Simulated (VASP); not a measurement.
# CSiH6: relaxation of the atoms with PBE+D3(BJ)

CSiH6, in a box:

```
C Si H
1.0
    14.00000    0.00000    0.00000
     0.00000   14.50000    0.00000
     0.00000    0.00000   15.00000
C Si H
1 1 6
Direct
  0.42920 0.47965 0.48963
  0.55960 0.49624 0.48639
  0.39744 0.52816 0.53895
  0.41071 0.40924 0.50835
  0.39827 0.49380 0.42346
  0.58227 0.59076 0.46117
  0.60256 0.43159 0.42255
  0.60030 0.47772 0.57745
```

```yaml
Program: VASP 6.6.1
Task: relaxation of the atoms
Functional: PBE
Dispersion: D3(BJ)
Potentials_or_basis: VASP PAW PBE potentials, release 64 (C, Si, H)
Cutoff: 520 eV
k_mesh: 1 × 1 × 1
Occupations: gaussian, width 0.005 eV
Spin: no spin polarisation
Dipole_correction: no
Further_INCAR_settings: ALGO = Normal; EDIFF = 1e-07; ISYM = 0; IBRION = 2; EDIFFG = -0.01; NSW = 100
```

The energy gained by relaxing is 5.6 meV/atom, the ionic steps are 18 and the largest force after relaxing is 0.009 eV/Å. The gap between the frontier levels is 7.20 eV. The dispersion energy per atom is -0.014 eV.

Forces in eV/Å, atoms in the order of the input:
```
C    0.006 -0.007  0.001
Si  -0.004  0.002 -0.001
H   -0.001  0.003  0.001
H    0.004  0.003 -0.002
H   -0.002 -0.002 -0.003
H    0.002  0.001  0.000
H   -0.008  0.000 -0.001
H    0.001 -0.001  0.006
```

Step by step:
```csv
step,energy change (eV),largest force (eV/Å),pressure (GPa)
1,0.0000,0.8356,0.04
2,0.0151,1.7856,0.03
3,-0.0258,0.3755,0.03
4,-0.0322,0.4273,0.01
5,-0.0330,0.2543,0.02
6,-0.0387,0.1149,-0.01
7,-0.0388,0.1287,-0.01
8,-0.0414,0.1279,-0.01
9,-0.0416,0.1838,-0.01
10,-0.0436,0.1212,-0.01
11,-0.0441,0.0916,-0.01
12,-0.0446,0.0920,0.00
13,-0.0446,0.1131,0.00
14,-0.0450,0.0612,0.00
15,-0.0450,0.0580,0.00
16,-0.0451,0.0127,0.00
17,-0.0451,0.0122,0.00
18,-0.0451,0.0089,0.00
```

Final structure:
```yaml
crystal:
  lattice:
    - [14.00000, 0.00000, 0.00000]
    - [0.00000, 14.50000, 0.00000]
    - [0.00000, 0.00000, 15.00000]
  atoms:
    - { symbol: C, position: [0.42725, 0.47993, 0.48982] }
    - { symbol: Si, position: [0.56045, 0.49586, 0.48727] }
    - { symbol: H, position: [0.39423, 0.52707, 0.53817] }
    - { symbol: H, position: [0.40845, 0.40905, 0.50888] }
    - { symbol: H, position: [0.39588, 0.49391, 0.42407] }
    - { symbol: H, position: [0.58543, 0.59223, 0.46068] }
    - { symbol: H, position: [0.60578, 0.43134, 0.42207] }
    - { symbol: H, position: [0.60288, 0.47778, 0.57699] }
```

Levels at points of the mesh, in eV from the valence-band top:
| k point | band 4 | band 5 | band 6 | band 7 | band 8 | band 9 | band 10 | band 11 |
| --- | --- | --- | --- | --- | --- | --- | --- | --- |
| (0.00, 0.00, 0.00) | -2.13 | -0.09 | -0.09 | 0.00 | 7.20 | 7.73 | 8.12 | 8.15 |

Run time: 24 min on 1 thread of Intel(R) Xeon(R) 6975P-C (Granite Rapids), with other jobs on the host, peak memory 1.9 GiB.
